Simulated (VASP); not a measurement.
# TiAl (P-6m2) in VASP: a series of runs, part 2 of 2

VASP 6.6.1.

**3. Single point, PBE**

This run uses another cell than the first one, of 16.50 Å³/atom.

Contents of INCAR:

```
SYSTEM = TiAl
  ALGO = Normal
  EDIFF = 1E-7
  ENCUT = 520
  GGA = PE
  ISIF = 2
  ISMEAR = 0
  LASPH = .TRUE.
  LCHARG = .FALSE.
  LREAL = .FALSE.
  LWAVE = .FALSE.
  NBANDS = 14
  NELM = 100
  PREC = Accurate
  SIGMA = 0.15
```

Contents of KPOINTS:

```
k-points
0
G
  18 18 10
  0 0 0
```

Contents of POSCAR:

```
TiAl
1.0
    2.9530000000      0.0000000000      0.0000000000
   -1.4765000000      2.5573730174      0.0000000000
    0.0000000000      0.0000000000      4.3695000000
Ti Al
1 1
Direct
    0.0000000000      0.0000000000      0.0000000000
    0.3333333333      0.6666666667      0.5000000000
```

Potentials or basis: VASP PAW PBE potentials, release 64 (Ti_sv, Al).

Launch:

```bash
$ cat potpaw_PBE.64/Ti_sv/POTCAR potpaw_PBE.64/Al/POTCAR > POTCAR
$ mpirun -np 1 vasp_std > vasp.out
```

Run time: 2.4 min. Hardware: 1 thread of AMD EPYC 7R13, shared host; peak memory 0.2 GiB.

The run converged. Its results:

- Free energy: -12.0280 eV
- Pressure: 2.9 GPa
- Band gap on the k mesh: zero (an odd number of electrons rules out a gap without spin polarisation)

Stress tensor (GPa, compression positive):
```
-0.69  0.00  0.00
 0.00 -0.69  0.00
 0.00  0.00 10.18
```

Levels at points of the mesh, in eV from the Fermi level:
```csv
k point,band 5,band 6,band 7,band 8,band 9,band 10,band 11,band 12
"(0.00, 0.00, 0.00)",-8.79,-1.95,-1.00,1.19,1.19,2.49,2.49,5.09
"(0.50, 0.00, 0.00)",-3.88,-3.03,-1.42,-0.86,1.86,3.64,4.23,4.69
"(0.00, 0.00, 0.50)",-7.61,-5.10,0.08,1.22,1.22,2.33,2.33,8.37
"(0.50, 0.00, 0.50)",-3.81,-2.27,-1.80,0.39,1.13,1.50,3.64,3.68
```

Caveat: the stress differs along the axes, from -1 to 10 GPa.

**4. Single point, PBE**

This run uses another cell than the first one, of 16.52 Å³/atom.

Contents of INCAR:

```
SYSTEM = TiAl
ALGO     = Normal         ! electronic algorithm
EDIFF    = 1E-6           ! SCF threshold, eV
ENCUT    = 520            ! plane-wave cutoff, eV
GGA      = PE             ! functional
ISIF     = 2              ! what is computed and relaxed
ISMEAR   = 0              ! smearing method
LASPH    = .True.         ! aspherical terms in the spheres
LCHARG   = .False.        ! write CHGCAR
LREAL    = .False.        ! projectors in reciprocal space
LWAVE    = .False.        ! write WAVECAR
NBANDS   = 14             ! bands
NELM     = 60             ! most SCF steps
PREC     = Accurate       ! precision mode
SIGMA    = 0.15           ! smearing width, eV
```

Contents of KPOINTS:

```
k-points
0
Gamma
  18 18 10
  0 0 0
```

Contents of POSCAR:

```
TiAl
1.0
    2.8089000000      0.0000000000      0.0000000000
   -1.4044500000      2.4325787567      0.0000000000
    0.0000000000      0.0000000000      4.8343000000
Ti Al
1 1
Direct
    0.0000000000      0.0000000000      0.0000000000
    0.3333333333      0.6666666667      0.5000000000
```

Potentials or basis: VASP PAW PBE potentials, release 64 (Ti_sv, Al).

Launch:

```bash
$ cat potpaw_PBE.64/Ti_sv/POTCAR potpaw_PBE.64/Al/POTCAR > POTCAR
$ mpirun -np 1 vasp_std > vasp.out
```

OUTCAR:

```text
SYSTEM = TiAl
   EDIFF = 1E-6
   ENCUT = 520
   GGA = PE
   ISIF = 2
   ISMEAR = 0
   LASPH = .True.
   LREAL = .False.
   NELM = 60
   PREC = Accurate

 ion  position               nearest neighbor table
   1  0.000  0.000  0.000-   2 2.91   2 2.91   2 2.91   2 2.91   2 2.91   2 2.91
   2  0.333  0.667  0.500-   1 2.91   1 2.91   1 2.91   1 2.91   1 2.91   1 2.91

  LATTYP: Found a hexagonal cell.
 ALAT       =     2.8089000000
 C/A-ratio  =     1.7210651857

  Lattice vectors:

 A1 = (   2.8089000000,   0.0000000000,   0.0000000000)
 A2 = (  -1.4044500000,   2.4325787567,   0.0000000000)
 A3 = (   0.0000000000,   0.0000000000,   4.8343000000)

Analysis of symmetry for initial positions (statically):
=====================================================================
 Subroutine PRICEL returns:
 Original cell was already a primitive cell.

 Routine SETGRP: Setting up the symmetry group for a
 hexagonal supercell.

 Subroutine GETGRP returns: Found 12 space group operations
 (whereof 12 operations were pure point group operations)
 out of a pool of 24 trial point group operations.

The static configuration has the point symmetry D_3h.

Analysis of symmetry for dynamics (positions and initial velocities):
=====================================================================
 Subroutine PRICEL returns:
 Original cell was already a primitive cell.

 Routine SETGRP: Setting up the symmetry group for a
 hexagonal supercell.

 Subroutine GETGRP returns: Found 12 space group operations
 (whereof 12 operations were pure point group operations)
 out of a pool of 24 trial point group operations.

The dynamic configuration has the point symmetry D_3h.

 Subroutine INISYM returns: Found 12 space group operations
 (whereof 12 operations are pure point group operations),
 and found     1 'primitive' translations

----------------------------------------------------------------------------------------

                                     Primitive cell

  volume of cell :      33.0321
[... 119 lines left out ...]
   LRPA    =     F    only Hartree local field effects (RPA)
 non-spin polarized calculation
 Gauss-broadening in eV      SIGMA  =   0.15
  energy-cutoff  :      520.00
  volume of cell :       33.03
 maximum number of plane-waves:       912
 NGX is ok and might be reduce to    24
   NGX = 11   NGY = 11   NGZ = 17

 number of electron      14.9999999 magnetization

 Free energy of the ion-electron system (eV)
  ---------------------------------------------------
  ext. energy  EPLUGINS =         0.00000000
  ---------------------------------------------------
  free energy    TOTEN  =       -12.05466769 eV

  energy without entropy =      -12.03123118  energy(sigma->0) =      -12.04294943

 E-fermi :   8.0146     XC(G=0): -10.9625

 val. band max:        8.0081853801   @ k =   0.3333   0.3333   0.5000
 cond. band min:       8.0314769054   @ k =   0.1667   0.1667   0.3000
 fundamental gap:      0.0232915253
 Fermi energy:         8.0146303785

 k-point     1 :       0.0000    0.0000    0.0000
  band No.  band energies     occupation
      1     -48.5127      2.00000
      2     -24.8383      2.00000
      3     -24.3453      2.00000
      4     -24.3453      2.00000
      5      -1.1029      2.00000
      6       5.4575      2.00000
      7       5.7370      2.00000
      8       9.3110      0.00000
      9       9.3110      0.00000
     10      10.9399      0.00000
     11      10.9399      0.00000
     12      11.2981      0.00000
     13      21.4650      0.00000
     14      21.4650      0.00000
[... 377 lines left out ...]
      1     -48.3925      2.00000
      2     -24.9922      2.00000
      3     -24.7246      2.00000
      4     -24.5500      2.00000
      5       3.8093      2.00000
      6       6.1673      2.00000
      7       6.5267      2.00000
      8       7.1708      2.00000
      9       9.6812      0.00000
     10      11.0516      0.00000
     11      11.9549      0.00000
     12      12.4339      0.00000
     13      13.5702      0.00000
     14      14.6069      0.00000

 [... further k-points ...]

------------------------ aborting loop because EDIFF is reached ----------------------------------------

  FORCE on cell =-STRESS in cart. coord.  units (eV):
  Direction    XX          YY          ZZ          XY          YZ          ZX
  --------------------------------------------------------------------------------------
  -------------------------------------------------------------------------------------
  Total        0.8486229      0.8486229     -1.2189025      0.0000000     -0.0000000      0.0000000
  in kB       41.1612486     41.1612486    -59.1211343      0.0000000     -0.0000000      0.0000000
  external PRESSURE =       7.7337876 kB  Pullay stress =       0.0000000 kB

 VOLUME and BASIS-vectors are now :
 -----------------------------------------------------------------------------
  energy-cutoff  :      520.00
  volume of cell :       33.03
      direct lattice vectors                 reciprocal lattice vectors
     2.808900000  0.000000000  0.000000000     0.356011250  0.205543191  0.000000000
    -1.404450000  2.432578757  0.000000000     0.000000000  0.411086382  0.000000000
     0.000000000  0.000000000  4.834300000     0.000000000  0.000000000  0.206855181

 POSITION                                       TOTAL-FORCE (eV/Angst)
 -----------------------------------------------------------------------------------
      0.00000      0.00000      0.00000         0.000000     -0.000000      0.000000
     -0.00000      1.62172      2.41715         0.000000      0.000000      0.000000
 -----------------------------------------------------------------------------------
    total drift:                                0.000000     -0.000000      0.000000

  FREE ENERGIE OF THE ION-ELECTRON SYSTEM (eV)
  ---------------------------------------------------
  free  energy   TOTEN  =       -12.0546676860 eV

  energy  without entropy=      -12.0312311808  energy(sigma->0) =      -12.04294943
```

stdout:

```text
POSCAR found type information on POSCAR TiAl
 POSCAR found :  2 types and       2 ions
 scaLAPACK will be used
 LDA part: xc-table for (Slater+PW92), standard interpolation
 POSCAR, INCAR and KPOINTS ok, starting setup
 FFT: planning ... GRIDC
 FFT: planning ... GRID_SOFT
 FFT: planning ... GRID
 WAVECAR not read
 entering main loop
```

It took 2.7 min on 1 thread of AMD EPYC 7R13, shared host; peak memory 0.21 GiB.

Results:

- Free energy: -12.0547 eV
- Pressure: 0.8 GPa
- Band gap on the k mesh: zero (an odd number of electrons rules out a gap without spin polarisation)

Stress tensor (GPa, compression positive):
```
 4.12  0.00  0.00
 0.00  4.12  0.00
 0.00  0.00 -5.91
```

Levels at points of the mesh, in eV from the Fermi level:
| k point | band 3 | band 4 | band 5 | band 6 | band 7 | band 8 | band 9 | band 10 | band 11 | band 12 |
| --- | --- | --- | --- | --- | --- | --- | --- | --- | --- | --- |
| (0.00, 0.00, 0.00) | -32.36 | -32.36 | -9.12 | -2.56 | -2.28 | 1.30 | 1.30 | 2.93 | 2.93 | 3.28 |
| (0.50, 0.00, 0.00) | -32.74 | -32.52 | -3.67 | -2.74 | -1.61 | -1.14 | 2.23 | 3.89 | 3.91 | 4.15 |
| (0.00, 0.00, 0.50) | -32.36 | -32.36 | -8.36 | -5.42 | -0.75 | 1.30 | 1.30 | 2.88 | 2.88 | 5.92 |
| (0.50, 0.00, 0.50) | -32.74 | -32.52 | -3.61 | -2.51 | -1.90 | 0.62 | 0.89 | 2.09 | 2.52 | 4.15 |

Caveat: the stress differs along the axes, from -6 to 4 GPa.

**5. Overview**

```csv
cell,gap on the mesh (eV),pressure (GPa)
"a = 2.917, b = 2.917, c = 4.463 Å, angles 90.0, 90.0, 120.0°, 2 atoms",none,2.6
"a = 2.953, b = 2.953, c = 4.370 Å, angles 90.0, 90.0, 120.0°, 2 atoms",none,2.9
"a = 2.809, b = 2.809, c = 4.834 Å, angles 90.0, 90.0, 120.0°, 2 atoms",none,0.8
```

Alike in all rows: task single point; level PBE; potentials or basis VASP PAW PBE potentials, release 64 (Ti_sv, Al); no spin polarisation; k mesh 18 × 18 × 10; cutoff (eV) 520; smearing gaussian 0.15 eV.

Caveats: the stress differs along the axes, from 0 to 7 GPa (at least some runs); the stress differs along the axes, from -1 to 10 GPa (at least some runs); the stress differs along the axes, from -6 to 4 GPa (at least some runs).

Absolute energies hang on the potentials; compare differences alone.

The gap in the log of VASP goes by the Fermi energy; the results here count the filled bands.